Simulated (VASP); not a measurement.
**AlRu: single point with PBE**

The system is AlRu.

```xyz
2
Lattice="3.0041 0.0000 0.0000 0.0000 3.0041 0.0000 0.0000 0.0000 3.0041" Properties=species:S:1:pos:R:3 pbc="T T T"
Al    0.0000    0.0000    0.0000
Ru    1.5020    1.5020    1.5020
```

* Program: VASP 6.6.1
* Task: single point
* Functional: PBE
* Potentials or basis: VASP PAW PBE potentials, release 64 (Al, Ru_pv)
* Cutoff: 520 eV
* k mesh: 12 × 12 × 12
* Occupations: gaussian, width 0.1 eV
* Spin: no spin polarisation

| Property | Result |
| --- | --- |
| Pressure | -0.2 GPa |

Levels at points of the mesh, in eV from the Fermi level:
```
           k point  band 6  band 7  band 8  band 9  band 10  band 11  band 12  band 13
(0.00, 0.00, 0.00)   -3.49    0.18    0.18    0.18     6.03     6.03     6.03    10.91
(0.50, 0.00, 0.00)   -2.70   -1.57   -1.57    0.43     2.26     7.47    10.98    10.98
(0.50, 0.50, 0.00)   -1.35   -1.35   -1.13   -1.13     1.52     5.24     6.12    10.50
(0.50, 0.50, 0.50)   -4.55    1.61    1.61    2.51     4.12     4.12     4.12     8.43
```

Run time: 34 s on 1 thread of Intel Xeon 8259CL, on a shared host, peak memory 0.16 GiB.
